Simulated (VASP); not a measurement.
# InAs (Fm-3m) in VASP: a series of runs

Aim: see how the results for InAs move with the level of theory and the settings. Levels: PBE, PBE+U, PBE+D3(BJ). Tasks: single point, relaxation of shape and atoms at fixed volume.

All numbers are computed with VASP 6.6.1; they aren't measurements. Logs are shortened: lines on timing, memory, paths and dates and some standing lists are left out, and cuts for length are marked.

**1. The cell of the first run**

The structure is cubic, space group Fm-3m (No. 225). The conventional cell has a = 5.755 Å, b = 5.755 Å, c = 5.755 Å, α = 90.00°, β = 90.00°, γ = 90.00°. Within 3.8 Å of In (site symmetry m-3m) lie 6 As at 2.88 Å. As (site symmetry m-3m) has 6 In at 2.88 Å within 3.8 Å.

**2. Single point, PBE**

INCAR reads:

```
SYSTEM = InAs
PREC = Accurate
ENCUT = 500
EDIFF = 1E-6
ISMEAR = 0
SIGMA = 0.1
LREAL = .False.
LASPH = .True.
NELM = 120
ALGO = Normal
ISIF = 2
LWAVE = .False.
LCHARG = .False.
GGA = PE
NBANDS = 16
GGA_COMPAT = .False.
```

KPOINTS reads:

```
regular mesh
0
Gamma
  4 4 4
  0 0 0
```

POSCAR reads:

```
InAs
1.0
    0.0000000000      2.8773040000      2.8773040000
    2.8773040000      0.0000000000      2.8773040000
    2.8773040000      2.8773040000      0.0000000000
In As
1 1
Direct
    1.4100000000      0.8060000000      1.2270000000
    0.9100000000      0.3060000000      0.7270000000
```

Potentials or basis: VASP PAW PBE potentials, release 64 (In_d, As).

Run with:

```
cat potpaw_PBE.64/In_d/POTCAR potpaw_PBE.64/As/POTCAR > POTCAR
mpirun -np 1 vasp_std > vasp.out
```

OUTCAR:

```text
SYSTEM = InAs
   PREC = Accurate
   ENCUT = 500
   EDIFF = 1E-6
   ISMEAR = 0
   LREAL = .False.
   LASPH = .True.
   NELM = 120
   ISIF = 2
   GGA = PE

 ion  position               nearest neighbor table
   1  0.410  0.806  0.227-   2 2.88   2 2.88   2 2.88   2 2.88   2 2.88   2 2.88
   2  0.910  0.306  0.727-   1 2.88   1 2.88   1 2.88   1 2.88   1 2.88   1 2.88

  LATTYP: Found a face centered cubic cell.
 ALAT       =     5.7546080000

  Lattice vectors:

 A1 = (   0.0000000000,   2.8773040000,   2.8773040000)
 A2 = (   2.8773040000,   0.0000000000,   2.8773040000)
 A3 = (   2.8773040000,   2.8773040000,   0.0000000000)

Analysis of symmetry for initial positions (statically):
=====================================================================
 Subroutine PRICEL returns:
 Original cell was already a primitive cell.

 Routine SETGRP: Setting up the symmetry group for a
 face centered cubic supercell.

 Subroutine GETGRP returns: Found 48 space group operations
 (whereof  1 operations were pure point group operations)
 out of a pool of 48 trial point group operations.

The static configuration has the point symmetry C_1 .
 The point group associated with its full space group is O_h .

Analysis of symmetry for dynamics (positions and initial velocities):
=====================================================================
 Subroutine PRICEL returns:
 Original cell was already a primitive cell.

 Routine SETGRP: Setting up the symmetry group for a
 face centered cubic supercell.

 Subroutine GETGRP returns: Found 48 space group operations
 (whereof  1 operations were pure point group operations)
 out of a pool of 48 trial point group operations.

The dynamic configuration has the point symmetry C_1 .
 The point group associated with its full space group is O_h .

 Subroutine INISYM returns: Found 48 space group operations
 (whereof  1 operations are pure point group operations),
 and found     1 'primitive' translations

----------------------------------------------------------------------------------------

                                     Primitive cell

  volume of cell :      47.6417

  direct lattice vectors                    reciprocal lattice vectors
     0.000000000  2.877304000  2.877304000    -0.173773783  0.173773783  0.173773783
     2.877304000  0.000000000  2.877304000     0.173773783 -0.173773783  0.173773783
     2.877304000  2.877304000  0.000000000     0.173773783  0.173773783 -0.173773783

  length of vectors
     4.069122340  4.069122340  4.069122340     0.300985021  0.300985021  0.300985021

  position of ions in fractional coordinates (direct lattice)
     0.410000000  0.806000000  0.227000000
     0.910000000  0.306000000  0.727000000

  ion indices of the primitive-cell ions
   primitive index   ion index
                 1           1
                 2           2

----------------------------------------------------------------------------------------

 KPOINTS: regular mesh

Automatic generation of k-mesh.
 Grid dimensions read from file:
 generate k-points for:    4    4    4

 Generating k-lattice:

  Cartesian coordinates                     Fractional coordinates (reciprocal lattice)
    -0.043443446  0.043443446  0.043443446     0.250000000  0.000000000  0.000000000
     0.043443446 -0.043443446  0.043443446     0.000000000  0.250000000  0.000000000
     0.043443446  0.043443446 -0.043443446     0.000000000  0.000000000  0.250000000

  Length of vectors
     0.075246255  0.075246255  0.075246255

  Shift w.r.t. Gamma in fractional coordinates (k-lattice)
     0.000000000  0.000000000  0.000000000

 Subroutine IBZKPT returns following result:
 ===========================================

 Found      8 irreducible k-points:

 Following reciprocal coordinates:
            Coordinates               Weight
  0.000000  0.000000  0.000000      1.000000
  0.250000  0.000000  0.000000      8.000000
  0.500000  0.000000  0.000000      4.000000
  0.250000  0.250000  0.000000      6.000000
  0.500000  0.250000  0.000000     24.000000
 -0.250000  0.250000  0.000000     12.000000
  0.500000  0.500000  0.000000      3.000000
 -0.250000  0.500000  0.250000      6.000000
   k-points           NKPTS =      8   k-points in BZ     NKDIM =      8   number of bands    NBANDS=     16
   number of dos      NEDOS =    301   number of ions     NIONS =      2
   total plane-waves  NPLWV =  27000
   dimension x,y,z NGX =    30 NGY =   30 NGZ =   30
   dimension x,y,z NGXF=    60 NGYF=   60 NGZF=   60
   ions per type =               1   1
   NGX,Y,Z   is equivalent  to a cutoff of  12.26, 12.26, 12.26 a.u.
   NGXF,Y,Z  is equivalent  to a cutoff of  24.51, 24.51, 24.51 a.u.
 SYSTEM =  InAs
   PREC   = accura    normal or accurate (medium, high low for compatibility)
   ISTART =      0    job   : 0-new  1-cont  2-samecut
   ICHARG =      2    charge: 1-file 2-atom 10-const
   ISPIN  =      1    spin polarized calculation?
   LNONCOLLINEAR =      F non collinear calculations
   LSORBIT =      F    spin-orbit coupling
   LASPH  =      T    aspherical Exc in radial PAW
   ENCUT  =  500.0 eV  36.75 Ry    6.06 a.u.   7.42  7.42  7.42*2*pi/ulx,y,z
   NELM   =    120;   NELMIN=  2; NELMDL= -5     # of ELM steps
   EDIFF  = 0.1E-05   stopping-criterion for ELM
   LREAL  =      F    real-space projection
   EDIFFG = 0.1E-04   stopping-criterion for IOM
   NSW    =      0    number of steps for IOM
   IBRION =     -1    ionic relax: 0-MD 1-quasi-New 2-CG
   NFREE  =      0    steps in history (QN), initial steepest desc. (CG)
   ISIF   =      2    stress and relaxation
   ISYM   =      2    0-nonsym 1-usesym 2-fastsym
   POTIM  = 0.5000    time-step for ionic-motion
   TEBEG  =    0.0;   TEEND  =   0.0 temperature during run
   PSTRESS=    0.0 pullay stress
   NELECT =      18.0000    total number of electrons
   NUPDOWN=      -1.0000    fix difference up-down
   EMIN   =  10.00;   EMAX   =-10.00  energy-range for DOS
   EFERMI =   0.00;   METHOD = LEGACY
   ISMEAR =     0;   SIGMA  =   0.10  broadening in eV -4-tet -1-fermi 0-gaus
   EFERMI_NEDOS =   21; number of points for ismear=-14 and -15
   IALGO  =     38    algorithm
   IMIX   =      4    mixing-type and parameters
     AMIX     =   0.40;   BMIX     =  1.00
     AMIX_MAG =   1.60;   BMIX_MAG =  1.00
  volume/ion in A,a.u.               =      23.82       160.75
  Fermi-wavevector in a.u.,A,eV,Ry     =   1.183505  2.236499 19.057448  1.400683
  Thomas-Fermi vector in A             =   2.319738
   LORBIT       =      0    0 simple, 1 ext, 2 COOP (PROOUT), +10 PAW based schemes
   GGA     = PE    functional components
   LHFCALC =     F    Hartree Fock is set to
   AEXX    =    0.0000 exact exchange contribution
   IVDW    =     0    specifies the selected vdW correction
   LEPSILON=     F    determine dielectric tensor
   LRPA    =     F    only Hartree local field effects (RPA)
 non-spin polarized calculation
 Gauss-broadening in eV      SIGMA  =   0.10
  energy-cutoff  :      500.00
  volume of cell :       47.64
 maximum number of plane-waves:      1243
 NGX is ok and might be reduce to    30
   NGX = 15   NGY = 15   NGZ = 15

 number of electron      17.9999999 magnetization

 Free energy of the ion-electron system (eV)
  ---------------------------------------------------
  ext. energy  EPLUGINS =         0.00000000
  ---------------------------------------------------
  free energy    TOTEN  =        -6.98911423 eV

  energy without entropy =       -6.97352513  energy(sigma->0) =       -6.98131968

 E-fermi :   6.1303     XC(G=0): -10.0733

 val. band max:        5.9450794118   @ k =   0.2500   0.0000   0.0000
 cond. band min:       6.2099130846   @ k =   0.5000   0.0000   0.0000
 fundamental gap:      0.2648336729
 Fermi energy:         6.1303367798

 k-point     1 :       0.0000    0.0000    0.0000
  band No.  band energies     occupation
      1      -8.5102      2.00000
      2      -8.5102      2.00000
      3      -8.4954      2.00000
      4      -8.4954      2.00000
      5      -8.4954      2.00000
      6      -6.0822      2.00000
[... 8 lines left out ...]
     15      13.3985      0.00000
     16      13.3985      0.00000

 k-point     2 :       0.2500    0.0000    0.0000
  band No.  band energies     occupation
      1      -8.5334      2.00000
      2      -8.5334      2.00000
      3      -8.4968      2.00000
      4      -8.4690      2.00000
      5      -8.4690      2.00000
      6      -5.4286      2.00000
[... 8 lines left out ...]
     15      14.6808      0.00000
     16      14.6808      0.00000

 k-point     3 :       0.5000    0.0000    0.0000
  band No.  band energies     occupation
      1      -8.5583      2.00000
      2      -8.5583      2.00000
      3      -8.5003      2.00000
      4      -8.4408      2.00000
      5      -8.4408      2.00000
      6      -4.3760      2.00000
[... 8 lines left out ...]
     15      17.7850      0.00000
     16      17.7850      0.00000

 k-point     4 :       0.2500    0.2500    0.0000
  band No.  band energies     occupation
      1      -8.6081      2.00000
      2      -8.5132      2.00000
      3      -8.4940      2.00000
      4      -8.4588      2.00000
      5      -8.4588      2.00000
      6      -5.1481      2.00000
[... 8 lines left out ...]
     15      16.9847      0.00000
     16      17.2200      0.00000

 k-point     5 :       0.5000    0.2500    0.0000
  band No.  band energies     occupation
      1      -8.6552      2.00000
      2      -8.5160      2.00000
      3      -8.5021      2.00000
      4      -8.4493      2.00000
      5      -8.4322      2.00000
      6      -4.0080      2.00000
[... 8 lines left out ...]
     15      18.1842      0.00000
     16      18.2740      0.00000

 k-point     6 :      -0.2500    0.2500    0.0000
  band No.  band energies     occupation
      1      -8.5863      2.00000
      2      -8.5433      2.00000
      3      -8.4817      2.00000
      4      -8.4638      2.00000
      5      -8.4547      2.00000
      6      -4.4587      2.00000
[... 8 lines left out ...]
     15      16.2262      0.00000
     16      17.3909      0.00000

 k-point     7 :       0.5000    0.5000    0.0000
  band No.  band energies     occupation
      1      -8.7544      2.00000
      2      -8.5312      2.00000
      3      -8.4779      2.00000
      4      -8.4182      2.00000
      5      -8.4182      2.00000
      6      -3.5141      2.00000
[... 8 lines left out ...]
     15      18.9592      0.00000
     16      20.3789      0.00000

 k-point     8 :      -0.2500    0.5000    0.2500
  band No.  band energies     occupation
      1      -8.6876      2.00000
      2      -8.5171      2.00000
      3      -8.4779      2.00000
      4      -8.4779      2.00000
      5      -8.4182      2.00000
      6      -3.4977      2.00000
[... 8 lines left out ...]
     15      16.5418      0.00000
     16      20.2816      0.00000

------------------------ aborting loop because EDIFF is reached ----------------------------------------

  FORCE on cell =-STRESS in cart. coord.  units (eV):
  Direction    XX          YY          ZZ          XY          YZ          ZX
  --------------------------------------------------------------------------------------
  -------------------------------------------------------------------------------------
  Total        0.2453606      0.2453606      0.2453606     -0.0000000     -0.0000000     -0.0000000
  in kB        8.2514115      8.2514115      8.2514115     -0.0000000     -0.0000000     -0.0000000
  external PRESSURE =       8.2514115 kB  Pullay stress =       0.0000000 kB

 VOLUME and BASIS-vectors are now :
 -----------------------------------------------------------------------------
  energy-cutoff  :      500.00
  volume of cell :       47.64
      direct lattice vectors                 reciprocal lattice vectors
     0.000000000  2.877304000  2.877304000    -0.173773783  0.173773783  0.173773783
     2.877304000  0.000000000  2.877304000     0.173773783 -0.173773783  0.173773783
     2.877304000  2.877304000  0.000000000     0.173773783  0.173773783 -0.173773783

 POSITION                                       TOTAL-FORCE (eV/Angst)
 -----------------------------------------------------------------------------------
      2.97226      1.83284      3.49880         0.000000      0.000000      0.000000
      2.97226      4.71015      3.49880        -0.000000     -0.000000     -0.000000
 -----------------------------------------------------------------------------------
    total drift:                               -0.000002      0.000037     -0.000004

  FREE ENERGIE OF THE ION-ELECTRON SYSTEM (eV)
  ---------------------------------------------------
  free  energy   TOTEN  =        -6.9891142322 eV

  energy  without entropy=       -6.9735251282  energy(sigma->0) =       -6.98131968
```

Run time: 6.1 s. Hardware: 1 thread of Intel Xeon 6975P-C (Granite Rapids), shared host; peak memory 0.16 GiB.

What came out:

* Free energy: -6.9891 eV
* Pressure: 0.8 GPa
* Band gap on the k mesh: zero (band 9 reaches 6.21 eV, above the bottom of band 10 at 3.76 eV)

Levels at points of the mesh, in eV from the Fermi level:
| k point | band 6 | band 7 | band 8 | band 9 | band 10 | band 11 | band 12 | band 13 |
| --- | --- | --- | --- | --- | --- | --- | --- | --- |
| (0.00, 0.00, 0.00) | -12.21 | -0.82 | -0.31 | -0.31 | -0.31 | 6.99 | 6.99 | 6.99 |
| (0.50, 0.00, 0.00) | -10.51 | -6.70 | 0.08 | 0.08 | 1.96 | 3.05 | 3.05 | 4.21 |
| (0.50, 0.50, 0.00) | -9.64 | -4.85 | -3.16 | -2.37 | -2.37 | 3.70 | 9.01 | 9.01 |

Caveat: the k points lie up to 0.47 Å⁻¹ apart; spin-orbit coupling is left out, which moves the levels of the heavy elements.

**3. Single point, PBE+U**

INCAR reads:

```
  PREC = Accurate
  ENCUT = 500
  EDIFF = 1E-6
  ISMEAR = 0
  SIGMA = 0.1
  LREAL = F
  LASPH = T
  NELM = 200
  ALGO = Normal
  ISIF = 2
  LWAVE = F
  LCHARG = F
  LDAU = T
  LDAUTYPE = 1
  LDAUL = 2 -1
  LDAUU = 3.1 0
  LDAUJ = 0.61 0
  LDAUPRINT = 1
  GGA = PE
  NBANDS = 16
  GGA_COMPAT = F
```

KPOINTS reads:

```
Automatic mesh
0
Gamma
  4 4 4
```

POSCAR reads:

```
InAs
1.0
    0.0000000000      2.8773040000      2.8773040000
    2.8773040000      0.0000000000      2.8773040000
    2.8773040000      2.8773040000      0.0000000000
In As
1 1
Direct
    0.5000000000      0.5000000000      0.5000000000
    0.0000000000      0.0000000000      0.0000000000
```

Potentials or basis: VASP PAW PBE potentials, release 64 (In_d, As).

Run with:

```
cat potpaw_PBE.64/In_d/POTCAR potpaw_PBE.64/As/POTCAR > POTCAR
mpirun -np 1 vasp_std > vasp.out
```

It took 7.6 s on 1 thread of Intel Xeon 6975P-C (Granite Rapids), shared host; peak memory 0.16 GiB.

Results (log left out):

```yaml
Free_energy: -6.8913 eV
Pressure: 0.0 GPa
Band_gap_on_the_k_mesh: zero (band 9 reaches 6.14 eV, above the bottom of band 10 at 3.77 eV)
```

Levels at points of the mesh, in eV from the Fermi level:
```csv
k point,band 6,band 7,band 8,band 9,band 10,band 11,band 12,band 13
"(0.00, 0.00, 0.00)",-12.17,-0.78,-0.27,-0.27,-0.27,6.84,6.84,6.84
"(0.50, 0.00, 0.00)",-10.46,-6.68,0.04,0.04,2.00,3.09,3.09,4.21
"(0.50, 0.50, 0.00)",-9.69,-4.81,-3.13,-2.33,-2.33,3.58,9.06,9.06
```

Eigenvalues of the final occupation matrices:
| site | spin | trace | eigenvalues |
| --- | --- | --- | --- |
| site 1 d | 1 | 4.97 | 0.99 0.99 0.99 1.00 1.00 |
| site 1 d | 2 | 4.97 | 0.99 0.99 0.99 1.00 1.00 |

Caveat: the k points lie up to 0.47 Å⁻¹ apart; spin-orbit coupling is left out, which moves the levels of the heavy elements; U without spin polarisation on a metal has little footing; the U is typed as a test and isn't derived for this compound.

**4. Single point, PBE+U**

INCAR reads:

```
PREC     = Accurate       # precision mode
ENCUT    = 500            # plane-wave cutoff, eV
EDIFF    = 1E-6           # SCF threshold, eV
ISMEAR   = 0              # smearing method
SIGMA    = 0.1            # smearing width, eV
LREAL    = F              # projectors in reciprocal space
LASPH    = T              # aspherical terms in the spheres
NELM     = 200            # most SCF steps
ALGO     = Normal         # electronic algorithm
ISIF     = 2              # what is computed and relaxed
LWAVE    = F              # write WAVECAR
LCHARG   = F              # write CHGCAR
LDAU     = T              # DFT+U
LDAUTYPE = 2            
LDAUL    = 2 -1           # shell
LDAUU    = 1.6 0          # U, eV
LDAUJ    = 0 0          
LDAUPRINT= 1            
GGA      = PE             # functional
NELECT   = 18.1         
NBANDS   = 16             # bands
GGA_COMPAT= F
```

KPOINTS is that of step 3.

POSCAR is that of step 3.

Run with:

```
cat potpaw_PBE.64/In_d/POTCAR potpaw_PBE.64/As/POTCAR > POTCAR
mpirun -np 1 vasp_std > vasp.out
```

Run time: 7.2 s. Hardware: 1 thread of Intel Xeon 6975P-C (Granite Rapids), shared host; peak memory 0.15 GiB.

It converged, with:

- Free energy: -6.3083 eV

Levels at points of the mesh, in eV from the Fermi level:
```csv
k point,band 5,band 6,band 7,band 8,band 9,band 10,band 11,band 12,band 13,band 14
"(0.00, 0.00, 0.00)",-15.38,-12.21,-0.81,-0.30,-0.30,-0.30,6.84,6.84,6.84,7.26
"(0.50, 0.00, 0.00)",-15.33,-10.49,-6.72,0.03,0.03,1.93,3.04,3.04,4.18,10.41
"(0.50, 0.50, 0.00)",-15.31,-9.69,-4.87,-3.17,-2.37,-2.37,3.56,9.01,9.01,9.91
```

Eigenvalues of the final occupation matrices:
| site | spin | trace | eigenvalues |
| --- | --- | --- | --- |
| site 1 d | 1 | 4.96 | 0.99 0.99 0.99 1.00 1.00 |
| site 1 d | 2 | 4.96 | 0.99 0.99 0.99 1.00 1.00 |

Caveat: the k points lie up to 0.47 Å⁻¹ apart; the cell carries a net charge on a neutralising background, which shifts energy and pressure; the cell is charged against a uniform background, so pressure and absolute levels hang on convention; spin-orbit coupling is left out, which moves the levels of the heavy elements; U without spin polarisation on a metal has little footing; the U is typed as a test and isn't derived for this compound.

[end of part 1 of 2]
